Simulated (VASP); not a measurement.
# GaSb (I-4m2) in VASP: settings compared, part 2 of 2

VASP 6.6.1. The steps go on from the part before.

## Step 4: Single point, PBE0

This run uses another cell than the first one, of 23.64 Å³/atom.

File POSCAR:

```
GaSb
1.0
   -2.7349540204      2.7349540204      1.5800307924
    2.7349540204     -2.7349540204      1.5800307924
    2.7349540204      2.7349540204     -1.5800307924
Sb Ga
1 1
Direct
    0.0000000000      0.0000000000      0.0000000000
    0.7500000000      0.2500000000      0.5000000000
```

File INCAR.step1:

```
PREC = Accurate
ENCUT = 520
EDIFF = 1E-5
ISMEAR = -1
SIGMA = 0.05
LREAL = False
LASPH = True
NELM = 80
ALGO = Normal
ISIF = 2
LWAVE = True
GGA = PE
NBANDS = 16
KPAR = 4
```

File INCAR.step2:

```
PREC = Accurate
ENCUT = 520
EDIFF = 1E-6
ISMEAR = -1
SIGMA = 0.05
LREAL = False
LASPH = True
NELM = 80
ALGO = Normal
ISIF = 2
LWAVE = False
LCHARG = True
GGA = PE
LHFCALC = True
AEXX = 0.25
PRECFOCK = Normal
LVHAR = True
ISTART = 1
NBANDS = 16
KPAR = 4
```

File KPOINTS:

```
Automatic mesh
0
Gamma
  6 6 6
```

Potentials or basis: VASP PAW PBE potentials, release 64 (Sb, Ga_d).

Command:

```sh
$ cat potpaw_PBE.64/Sb/POTCAR potpaw_PBE.64/Ga_d/POTCAR > POTCAR
$ cp INCAR.step1 INCAR
$ mpirun -np 4 vasp_std > vasp.out
$ cp INCAR.step2 INCAR
$ mpirun -np 4 vasp_std > vasp.out
```

OUTCAR:

```text
PREC = Accurate
   ENCUT = 520
   EDIFF = 1E-6
   ISMEAR = -1
   LREAL = False
   LASPH = True
   NELM = 80
   ISIF = 2
   GGA = PE
   LHFCALC = True
   AEXX = 0.25
   PRECFOCK = Normal
   ISTART = 1

 ion  position               nearest neighbor table
   1  0.000  0.000  0.000-   2 2.85   2 2.85   2 2.85   2 2.85
   2  0.750  0.250  0.500-   1 2.85   1 2.85   1 2.85   1 2.85

  LATTYP: Found a body centered tetragonal cell.
 ALAT       =     5.4699080408
 C/A-ratio  =     0.5777174975

  Lattice vectors:

 A1 = (  -2.7349540204,   2.7349540204,   1.5800307924)
 A2 = (   2.7349540204,  -2.7349540204,   1.5800307924)
 A3 = (   2.7349540204,   2.7349540204,  -1.5800307924)

Analysis of symmetry for initial positions (statically):
=====================================================================
 Subroutine PRICEL returns:
 Original cell was already a primitive cell.

 Routine SETGRP: Setting up the symmetry group for a
 body centered tetragonal supercell.

 Subroutine GETGRP returns: Found  8 space group operations
 (whereof  8 operations were pure point group operations)
 out of a pool of 16 trial point group operations.

The static configuration has the point symmetry D_2d.

Analysis of symmetry for dynamics (positions and initial velocities):
=====================================================================
 Subroutine PRICEL returns:
 Original cell was already a primitive cell.

 Routine SETGRP: Setting up the symmetry group for a
 body centered tetragonal supercell.

 Subroutine GETGRP returns: Found  8 space group operations
 (whereof  8 operations were pure point group operations)
 out of a pool of 16 trial point group operations.

The dynamic configuration has the point symmetry D_2d.
[... 115 lines left out ...]
   EFERMI_NEDOS =   21; number of points for ismear=-14 and -15
   IALGO  =     38    algorithm
   IMIX   =      1    mixing-type and parameters
     AMIX     =   0.40;   BMIX     =  1.00
     AMIX_MAG =   1.60;   BMIX_MAG =  1.00
  volume/ion in A,a.u.               =      23.64       159.51
  Fermi-wavevector in a.u.,A,eV,Ry     =   1.186562  2.242277 19.156045  1.407930
  Thomas-Fermi vector in A             =   2.322732
   LORBIT       =      0    0 simple, 1 ext, 2 COOP (PROOUT), +10 PAW based schemes
   GGA     = PE    functional components
   LHFCALC =     T    Hartree Fock is set to
   PRECFOCK=normal    Normal, Fast or Accurate (Low or Medium for compatibility)
   ENCUT4O =  -1.0   cutoff for four orbital integrals eV
   NKREDX  =     1    reduce k-point grid by
   NKREDY  =     1    reduce k-point grid by
   NKREDZ  =     1    reduce k-point grid by
   AEXX    =    0.2500 exact exchange contribution
   HFSCREEN=    0.0000 screening length (either q_TF or 0.3 A-1)
   HFSCREENC=   0.0000 screening length for correlation (either q_TF or 0.3 A-1)
   ENCUTFOCK=  -1.0 apply spherical cutoff to Coloumb kernel
   IVDW    =     0    specifies the selected vdW correction
   LEPSILON=     F    determine dielectric tensor
   LRPA    =     F    only Hartree local field effects (RPA)
 non-spin polarized calculation
  energy-cutoff  :      520.00
  volume of cell :       47.27
 maximum number of plane-waves:      1290
  NGX = 24; NGY = 24; NGZ = 24

 number of electron      18.0000009 magnetization

 Free energy of the ion-electron system (eV)
  ---------------------------------------------------
  ext. energy  EPLUGINS =         0.00000000
  ---------------------------------------------------
  free energy    TOTEN  =        -9.15613498 eV

  energy without entropy =       -9.15098946  energy(sigma->0) =       -9.15356222

 E-fermi :   6.8587     XC(G=0):  -8.1593

 val. band max:        6.8317606461   @ k =   0.3333   0.1667  -0.0000
 cond. band min:       7.4734678042   @ k =  -0.3333   0.3333   0.1667
 fundamental gap:      0.6417071580
 Fermi energy:         6.8587390735

 k-point     1 :       0.0000    0.0000    0.0000
  band No.  band energies     occupation
      1     -11.5964      2.00000
      2     -11.5055      2.00000
      3     -11.4886      2.00000
      4     -11.4824      2.00000
      5     -11.4824      2.00000
      6      -7.2880      2.00000
[... 433 lines left out ...]
      3     -11.5199      2.00000
      4     -11.4666      2.00000
      5     -11.4622      2.00000
      6      -3.4027      2.00000
[... 8 lines left out ...]
     15      17.9595      0.00000
     16      20.2032      0.00000

 [... further k-points ...]
[... 5 lines left out ...]
  --------------------------------------------------------------------------------------
  -------------------------------------------------------------------------------------
  Total       -0.0292084     -0.0292084     -0.9681676      0.0000000      0.0000000      0.0000000
  in kB       -0.9899043     -0.9899043    -32.8122131      0.0000000      0.0000000      0.0000000
  external PRESSURE =     -11.5973406 kB  Pullay stress =       0.0000000 kB

 VOLUME and BASIS-vectors are now :
 -----------------------------------------------------------------------------
  energy-cutoff  :      520.00
  volume of cell :       47.27
      direct lattice vectors                 reciprocal lattice vectors
    -2.734954020  2.734954020  1.580030792     0.000000000  0.182818430  0.316449529
     2.734954020 -2.734954020  1.580030792     0.182818430  0.000000000  0.316449529
     2.734954020  2.734954020 -1.580030792     0.182818430  0.182818430  0.000000000

 POSITION                                       TOTAL-FORCE (eV/Angst)
 -----------------------------------------------------------------------------------
      0.00000      0.00000      0.00000        -0.000000      0.000000     -0.000000
      0.00000      2.73495      0.79002         0.000000     -0.000000      0.000000
 -----------------------------------------------------------------------------------
    total drift:                               -0.000001      0.000002     -0.000000

  FREE ENERGIE OF THE ION-ELECTRON SYSTEM (eV)
  ---------------------------------------------------
  free  energy   TOTEN  =        -9.1561349771 eV

  energy  without entropy=       -9.1509894587  energy(sigma->0) =       -9.15356222
```

OUTCAR.step1:

```text
PREC = Accurate
   ENCUT = 520
   EDIFF = 1E-5
   ISMEAR = -1
   LREAL = False
[... 678 lines left out ...]
      0.00000      0.00000      0.00000        -0.000000      0.000000      0.000000
      0.00000      2.73495      0.79002         0.000000     -0.000000     -0.000000
 -----------------------------------------------------------------------------------
    total drift:                               -0.000000      0.000000      0.000000

  FREE ENERGIE OF THE ION-ELECTRON SYSTEM (eV)
  ---------------------------------------------------
  free  energy   TOTEN  =        -6.9626552874 eV

  energy  without entropy=       -6.9557555838  energy(sigma->0) =       -6.95920544
```

It took 32 min on 4 MPI ranks of Intel Xeon Platinum 8259CL at 2.50GHz (Skylake/Cascade Lake), shared host; peak memory 0.21 GiB.

Results:

| Property | Result |
| --- | --- |
| Free energy | -9.1561 eV |
| Pressure | -1.2 GPa |
| Band gap on the k mesh | zero (bands 9 and 10 overlap by 6.16 eV) |

Stress tensor (GPa, compression positive):
```
-0.10  0.00  0.00
 0.00 -0.10  0.00
 0.00  0.00 -3.28
```

Levels at points of the mesh, in eV from the Fermi level:
| k point | band 7 | band 8 | band 9 | band 10 | band 11 | band 12 |
| --- | --- | --- | --- | --- | --- | --- |
| (0.00, 0.00, 0.00) | -3.54 | -2.84 | -2.84 | 3.86 | 6.01 | 8.29 |
| (0.50, 0.00, 0.00) | -7.06 | -3.26 | -2.37 | -1.69 | 2.82 | 4.01 |
| (0.50, 0.50, 0.00) | -9.82 | -0.64 | 2.14 | 2.76 | 2.91 | 5.45 |
| (0.50, 0.50, 0.50) | -7.25 | -6.43 | -6.43 | 4.08 | 5.67 | 11.93 |

Caveat: the k points lie up to 0.38 Å⁻¹ apart, too coarse for converged energies and pressures of a metal; the PAW data sets were made with another functional, which shifts forces and pressure a little; spin-orbit coupling is left out, which moves the levels of the heavy elements.

## Step 5: The runs side by side

| task | level | cell | k mesh | cutoff (eV) | grid for exact exchange (PRECFOCK) | share of exact exchange | gap on the mesh (eV) | pressure (GPa) |
| --- | --- | --- | --- | --- | --- | --- | --- | --- |
| relaxation of cell and atoms | PBEsol | relaxed to 30 GPa from a = 4.206 Å, angles 98.2, 98.2, 135.6°, 2 atoms | 10 × 10 × 10 | 600 | - | - | none | 30.0 |
| single point | r2SCANh | a = 4.206 Å, angles 98.2, 98.2, 135.6°, 2 atoms | 5 × 5 × 5 | 520 | Normal | 0.1 | none | -1.8 |
| single point | PBE0 | a = 4.178 Å, angles 98.2, 98.2, 135.6°, 2 atoms | 6 × 6 × 6 | 520 | Normal | 0.25 | none | -1.2 |

Alike in all rows: potentials or basis VASP PAW PBE potentials, release 64 (Sb, Ga_d); no spin polarisation; smearing fermi-dirac 0.05 eV.

Caveats: some runs use coarse meshes; the PAW data sets were made with another functional, which shifts forces and pressure a little; spin-orbit coupling is left out, which moves the levels of the heavy elements; the cell is relaxed towards a set pressure, so the run minimises the enthalpy, not the energy (at least some runs); the volume moved by over 15 % at a fixed basis, so the end points are rough (at least some runs).

Total energies depend on the potentials used, so only differences within one code and one set of settings carry meaning.

The gap in the log of VASP goes by the Fermi energy; the results here count the filled bands.